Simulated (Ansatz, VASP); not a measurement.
**BN: VASP beside Ansatz**

Contents of INCAR:

```
SYSTEM = BN
PREC     = Accurate       ! precision mode
ENCUT    = 520            ! plane-wave cutoff, eV
EDIFF    = 1E-6           ! SCF threshold, eV
ISMEAR   = -1             ! smearing method
SIGMA    = 0.03           ! smearing width, eV
LREAL    = .False.        ! projectors in reciprocal space
LASPH    = .True.         ! aspherical terms in the spheres
NELM     = 80             ! most SCF steps
ALGO     = Normal         ! electronic algorithm
ISIF     = 2              ! what is computed and relaxed
LWAVE    = .False.        ! write WAVECAR
LCHARG   = .False.        ! write CHGCAR
GGA      = PS             ! functional
NBANDS   = 11             ! bands
```

Contents of KPOINTS:

```
regular mesh
0
Gamma
  13 13 13
  0 0 0
```

POSCAR

```
BN
1.0
    0.0000000000      1.8075000000      1.7713500000
    1.8075000000      0.0000000000      1.7713500000
    1.8075000000      1.8075000000      0.0000000000
B N
1 1
Direct
    0.0000000000      0.0000000000      0.0000000000
    0.7500000000      0.7500000000      0.7500000000
```

Input for Ansatz:

```yaml
crystal:
  lattice:
    - [0.0, 1.8075, 1.77135]
    - [1.8075, 0.0, 1.77135]
    - [1.8075, 1.8075, 0.0]
  atoms:
    - { symbol: B, position: [0.0, 0.0, 0.0] }
    - { symbol: "N", position: [0.75, 0.75, 0.75] }
kpoints:
  mp_grid: { grid: [13, 13, 13] }
  band_path:
    path:
      - [0.0, 0.0, 0.0]
      - [0.0, 0.5, 0.5]
      - [0.25, 0.75, 0.5]
      - [0.0, 0.5, 0.0]
      - [0.0, 0.0, 0.0]
      - [0.5, 0.5, 0.0]
      - [0.3801541025, 0.6198458975, 0.0]
      - [-0.3801541025, 0.3801541025, 0.0]
      - [0.0, 0.0, 0.0]
    npoints: 5
scf:
  occupations: { method: fermi_dirac, width: 0.03 }
hamiltonian:
  xc: pbesol
  pseudopotentials: { kind: all_electron, lapw: { basis_error: 0.001 } }
output:
  forces: true
  stress: true
  eigenvalues: true
```

Change from the starting cell: zz strain of -2 %.

Alike in both runs: task single point; functional PBEsol; k mesh 13 × 13 × 13; occupations fermi-dirac, width 0.03 eV; no spin polarisation.

|  | VASP | Ansatz |
| --- | --- | --- |
| version | VASP 6.6.1 | Ansatz 0.2.0 |
| potentials or method | VASP PAW PBE potentials, release 64 (B, N), cutoff 520 eV | all-electron LAPW, scalar-relativistic |

```csv
,VASP,Ansatz,Ansatz less VASP
gap on the k mesh at the Fermi level (eV),4.02,4.02,+0.009
pressure (GPa),5.6,4.9,-0.65
"traceless stress, the component that is largest in VASP (GPa)",8.07,8.09,+0.015
```

VASP's potentials were made for PBE, not for PBEsol. Ansatz ran all-electron here, and VASP with PAW potentials.
